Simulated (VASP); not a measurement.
# H (P4/mmm) in VASP: notebook, part 2 of 2

VASP 6.6.1. The steps go on from the part before.

## 4. Single point, LDA

This run uses another cell than the first one, of 6.88 Å³/atom, 1.167 times its volume.

INCAR reads:

```
PREC = Accurate
ENCUT = 500
EDIFF = 1E-6
ISMEAR = -5
SIGMA = 0.1
LREAL = False
LASPH = True
NELM = 120
ALGO = Normal
ISIF = 2
LWAVE = False
LCHARG = True
GGA = CA
LELF = True
LVHAR = True
NBANDS = 6
GGA_COMPAT = False
```

KPOINTS reads:

```
regular mesh
0
Gamma
  8 8 22
```

POSCAR reads:

```
H
1.0
    2.6496387389      0.0000000000      0.0000000000
    0.0000000000      2.6496387389      0.0000000000
    0.0000000000      0.0000000000      0.9804929200
H
1
Direct
    0.0000000000      0.0000000000      0.5000000000
```

Potentials or basis: VASP PAW LDA potentials, release 64 (H).

Started as:

```console
> cat potpaw_LDA.64/H/POTCAR > POTCAR
> mpirun -np 1 vasp_std > vasp.out
```

OUTCAR:

```text
PREC = Accurate
   ENCUT = 500
   EDIFF = 1E-6
   ISMEAR = -5
   LREAL = False
   LASPH = True
   NELM = 120
   ISIF = 2
   GGA = CA

 ion  position               nearest neighbor table
   1  0.000  0.000  0.500-

  LATTYP: Found a simple tetragonal cell.
 ALAT       =     2.6496387389
 C/A-ratio  =     0.3700477750

  Lattice vectors:

 A1 = (   2.6496387389,   0.0000000000,   0.0000000000)
 A2 = (   0.0000000000,   2.6496387389,   0.0000000000)
 A3 = (   0.0000000000,   0.0000000000,   0.9804929200)

Analysis of symmetry for initial positions (statically):
=====================================================================
 Subroutine PRICEL returns:
 Original cell was already a primitive cell.

 Routine SETGRP: Setting up the symmetry group for a
 simple tetragonal supercell.

 Subroutine GETGRP returns: Found 16 space group operations
 (whereof 16 operations were pure point group operations)
 out of a pool of 16 trial point group operations.

The static configuration has the point symmetry D_4h.

Analysis of symmetry for dynamics (positions and initial velocities):
=====================================================================
 Subroutine PRICEL returns:
 Original cell was already a primitive cell.

 Routine SETGRP: Setting up the symmetry group for a
 simple tetragonal supercell.

 Subroutine GETGRP returns: Found 16 space group operations
 (whereof 16 operations were pure point group operations)
 out of a pool of 16 trial point group operations.

The dynamic configuration has the point symmetry D_4h.

 Subroutine INISYM returns: Found 16 space group operations
 (whereof 16 operations are pure point group operations),
 and found     1 'primitive' translations

----------------------------------------------------------------------------------------

                                     Primitive cell

  volume of cell :       6.8836

  direct lattice vectors                    reciprocal lattice vectors
     2.649638739  0.000000000  0.000000000     0.377409941  0.000000000  0.000000000
     0.000000000  2.649638739  0.000000000     0.000000000  0.377409941  0.000000000
     0.000000000  0.000000000  0.980492920     0.000000000  0.000000000  1.019895177

  length of vectors
     2.649638739  2.649638739  0.980492920     0.377409941  0.377409941  1.019895177

  position of ions in fractional coordinates (direct lattice)
     0.000000000  0.000000000  0.500000000

  ion indices of the primitive-cell ions
   primitive index   ion index
                 1           1

----------------------------------------------------------------------------------------

 KPOINTS: regular mesh

Automatic generation of k-mesh.
 Grid dimensions read from file:
 generate k-points for:    8    8   22

 Generating k-lattice:

  Cartesian coordinates                     Fractional coordinates (reciprocal lattice)
     0.047176243  0.000000000  0.000000000     0.125000000  0.000000000  0.000000000
     0.000000000  0.047176243  0.000000000     0.000000000  0.125000000  0.000000000
     0.000000000  0.000000000  0.046358872     0.000000000  0.000000000  0.045454545

  Length of vectors
     0.047176243  0.047176243  0.046358872

  Shift w.r.t. Gamma in fractional coordinates (k-lattice)
     0.000000000  0.000000000  0.000000000

 TETIRR: Found   2112 inequivalent tetrahedra from     8448

 Subroutine IBZKPT returns following result:
 ===========================================

 Found    180 irreducible k-points:

 Following reciprocal coordinates:
            Coordinates               Weight
  0.000000  0.000000  0.000000      1.000000
  0.125000  0.000000  0.000000      4.000000
  0.250000  0.000000  0.000000      4.000000
  0.375000  0.000000  0.000000      4.000000
  0.500000  0.000000  0.000000      2.000000
  0.125000  0.125000  0.000000      4.000000
[... 16 lines left out ...]
  0.375000  0.125000  0.045455     16.000000
  0.500000  0.125000  0.045455      8.000000
 [... further k-points ...]
   k-points           NKPTS =    180   k-points in BZ     NKDIM =    180   number of bands    NBANDS=      6
   number of dos      NEDOS =    301   number of ions     NIONS =      1
   total plane-waves  NPLWV =   3200
   dimension x,y,z NGX =    20 NGY =   20 NGZ =    8
   dimension x,y,z NGXF=    40 NGYF=   40 NGZF=   16
   ions per type =               1
   NGX,Y,Z   is equivalent  to a cutoff of  12.55, 12.55, 13.56 a.u.
   NGXF,Y,Z  is equivalent  to a cutoff of  25.10, 25.10, 27.13 a.u.
 SYSTEM =  unknown system
   PREC   = accura    normal or accurate (medium, high low for compatibility)
   ISTART =      0    job   : 0-new  1-cont  2-samecut
   ICHARG =      2    charge: 1-file 2-atom 10-const
   ISPIN  =      1    spin polarized calculation?
   LNONCOLLINEAR =      F non collinear calculations
   LSORBIT =      F    spin-orbit coupling
   LASPH  =      T    aspherical Exc in radial PAW
   ENCUT  =  500.0 eV  36.75 Ry    6.06 a.u.   4.83  4.83  1.79*2*pi/ulx,y,z
   NELM   =    120;   NELMIN=  2; NELMDL= -5     # of ELM steps
   EDIFF  = 0.1E-05   stopping-criterion for ELM
   LREAL  =      F    real-space projection
   EDIFFG = 0.1E-04   stopping-criterion for IOM
   NSW    =      0    number of steps for IOM
   IBRION =     -1    ionic relax: 0-MD 1-quasi-New 2-CG
   NFREE  =      0    steps in history (QN), initial steepest desc. (CG)
   ISIF   =      2    stress and relaxation
   ISYM   =      2    0-nonsym 1-usesym 2-fastsym
   POTIM  = 0.5000    time-step for ionic-motion
   TEBEG  =    0.0;   TEEND  =   0.0 temperature during run
   PSTRESS=    0.0 pullay stress
   NELECT =       1.0000    total number of electrons
   NUPDOWN=      -1.0000    fix difference up-down
   EMIN   =  10.00;   EMAX   =-10.00  energy-range for DOS
   EFERMI =   0.00;   METHOD = LEGACY
   ISMEAR =    -5;   SIGMA  =   0.10  broadening in eV -4-tet -1-fermi 0-gaus
   EFERMI_NEDOS =   21; number of points for ismear=-14 and -15
   IALGO  =     38    algorithm
   IMIX   =      4    mixing-type and parameters
     AMIX     =   0.40;   BMIX     =  1.00
     AMIX_MAG =   1.60;   BMIX_MAG =  1.00
  volume/ion in A,a.u.               =       6.88        46.45
  Fermi-wavevector in a.u.,A,eV,Ry     =   0.860602  1.626302 10.076956  0.740635
  Thomas-Fermi vector in A             =   1.978131
   LORBIT       =      0    0 simple, 1 ext, 2 COOP (PROOUT), +10 PAW based schemes
   GGA     = CA    functional components
   LHFCALC =     F    Hartree Fock is set to
   AEXX    =    0.0000 exact exchange contribution
   IVDW    =     0    specifies the selected vdW correction
   LEPSILON=     F    determine dielectric tensor
   LRPA    =     F    only Hartree local field effects (RPA)
 non-spin polarized calculation
 Fermi weights with tetrahedron method with Bloechl corrections
  energy-cutoff  :      500.00
  volume of cell :        6.88
 maximum number of plane-waves:       184
 NGX is ok and might be reduce to    20
   NGX =  9   NGY =  9   NGZ =  3

 number of electron       0.9999999 magnetization

 Free energy of the ion-electron system (eV)
  ---------------------------------------------------
  ext. energy  EPLUGINS =         0.00000000
  ---------------------------------------------------
  free energy    TOTEN  =        -3.12852775 eV

  energy without entropy =       -3.12852775  energy(sigma->0) =       -3.12852775

 E-fermi :  -1.4637     XC(G=0):  -7.4264

 val. band max:       -1.8458323088   @ k =   0.5000   0.5000   0.2273
 cond. band min:      -1.0879369393   @ k =   0.0000   0.0000   0.2727
 fundamental gap:      0.7578953695
 Fermi energy:        -1.4637259792

 k-point     1 :       0.0000    0.0000    0.0000
  band No.  band energies     occupation
      1     -12.6027      2.00000
      2       7.7463      0.00000
      3      13.7908      0.00000
      4      13.7908      0.00000
      5      16.4671      0.00000
      6      34.1115      0.00000

 k-point     2 :       0.1250    0.0000    0.0000
  band No.  band energies     occupation
      1     -12.4155      2.00000
      2       6.3155      0.00000
      3      12.9236      0.00000
      4      14.0836      0.00000
      5      19.8185      0.00000
      6      30.1032      0.00000
[... 190 lines left out ...]
 k-point    24 :       0.5000    0.1250    0.0455
  band No.  band energies     occupation
      1     -10.5729      2.00000
      2       1.1735      0.00000
      3      11.3913      0.00000
      4      17.5695      0.00000
      5      21.3860      0.00000
      6      28.1768      0.00000

 [... further k-points ...]

------------------------ aborting loop because EDIFF is reached ----------------------------------------

  FORCE on cell =-STRESS in cart. coord.  units (eV):
  Direction    XX          YY          ZZ          XY          YZ          ZX
  --------------------------------------------------------------------------------------
  -------------------------------------------------------------------------------------
  Total       -0.0598955     -0.0598955      0.2545610      0.0000000     -0.0000000      0.0000000
  in kB      -13.9407687    -13.9407687     59.2494952      0.0000000     -0.0000000      0.0000000
  external PRESSURE =      10.4559859 kB  Pullay stress =       0.0000000 kB

 VOLUME and BASIS-vectors are now :
 -----------------------------------------------------------------------------
  energy-cutoff  :      500.00
  volume of cell :        6.88
      direct lattice vectors                 reciprocal lattice vectors
     2.649638739  0.000000000  0.000000000     0.377409941  0.000000000  0.000000000
     0.000000000  2.649638739  0.000000000     0.000000000  0.377409941  0.000000000
     0.000000000  0.000000000  0.980492920     0.000000000  0.000000000  1.019895177

 POSITION                                       TOTAL-FORCE (eV/Angst)
 -----------------------------------------------------------------------------------
      0.00000      0.00000      0.49025         0.000000      0.000000      0.000000
 -----------------------------------------------------------------------------------
    total drift:                               -0.000000      0.000000      0.000000

  FREE ENERGIE OF THE ION-ELECTRON SYSTEM (eV)
  ---------------------------------------------------
  free  energy   TOTEN  =        -3.1285277490 eV

  energy  without entropy=       -3.1285277490  energy(sigma->0) =       -3.12852775
```

It took 2.7 s on 1 thread of Intel Xeon Platinum 8481C at 2.70GHz (Sapphire Rapids), shared host; peak memory 0.11 GiB.

Results:

```yaml
Free_energy: -3.1285 eV
Pressure: 1.0 GPa
```

Caveat: tetrahedron occupations give inexact forces and stress in metals.

## 5. Single point, PBE

This run uses another cell than the first one, of 6.88 Å³/atom, 1.167 times its volume.

INCAR reads:

```
SYSTEM = H
PREC = Accurate
ENCUT = 500
EDIFF = 1E-6
ISMEAR = 0
SIGMA = 0.1
LREAL = .FALSE.
LASPH = .TRUE.
NELM = 120
ALGO = Normal
ISIF = 2
LWAVE = .FALSE.
LCHARG = .FALSE.
GGA = PE
NBANDS = 6
GGA_COMPAT = .FALSE.
```

KPOINTS reads:

```
regular mesh
0
G
  8 8 22
  0 0 0
```

POSCAR: that of step 4 with these lines changed.

```diff
@@ -8,2 +8,2 @@
 Direct
-    0.0000000000      0.0000000000      0.5000000000
+    0.0380000000      0.4500000000      0.8280000000
```

Potentials or basis: VASP PAW PBE potentials, release 64 (H).

Started as:

```console
> cat potpaw_PBE.64/H/POTCAR > POTCAR
> mpirun -np 1 vasp_std > vasp.out
```

Run time: 2.6 s. Hardware: 1 thread of Intel Xeon Platinum 8481C at 2.70GHz (Sapphire Rapids), shared host; peak memory 0.1 GiB.

The run converged. Its results:

```yaml
Free_energy: -3.0246 eV
Pressure: 1.4 GPa
```

Stress tensor (GPa, compression positive):
```
 2.26  0.00  0.00
 0.00  2.26  0.00
 0.00  0.00 -0.30
```

Levels at points of the mesh, in eV from the Fermi level:
```tsv
k point	band 1	band 2	band 3	band 4
(0.00, 0.00, 0.00)	-11.08	9.80	15.61	15.61
(0.50, 0.00, 0.00)	-9.64	2.67	16.46	18.61
(0.50, 0.50, 0.00)	-8.49	6.48	6.48	9.99
(0.00, 0.00, 0.50)	23.97	31.42	46.85	51.86
(0.50, 0.00, 0.50)	24.83	33.73	41.62	41.96
(0.50, 0.50, 0.50)	25.53	35.64	45.34	45.34
```

## 6. The runs side by side

```csv
level,potentials or basis,cell,smearing,gap on the mesh (eV),pressure (GPa)
PBE,"VASP PAW PBE potentials, release 64 (H)","a = 2.517, b = 2.517, c = 0.931 Å, 1 atom",gaussian 0.1 eV,none,9.1
PBEsol,"VASP PAW PBE potentials, release 64 (H)","a = 2.658, b = 2.658, c = 0.984 Å, 1 atom",methfessel-paxton 0.23 eV,none,1.0
LDA,"VASP PAW LDA potentials, release 64 (H)","a = 2.650, b = 2.650, c = 0.980 Å, 1 atom",tetrahedron,none,1.0
PBE,"VASP PAW PBE potentials, release 64 (H)","a = 2.650, b = 2.650, c = 0.980 Å, 1 atom",gaussian 0.1 eV,none,1.4
```

Alike in all rows: task single point; no spin polarisation; k mesh 8 × 8 × 22; cutoff (eV) 500.

Caveats: the PAW data sets were made with another functional, which shifts forces and pressure a little (some runs); tetrahedron occupations give inexact forces and stress in metals (some runs).

Absolute energies hang on the potentials; compare differences alone.
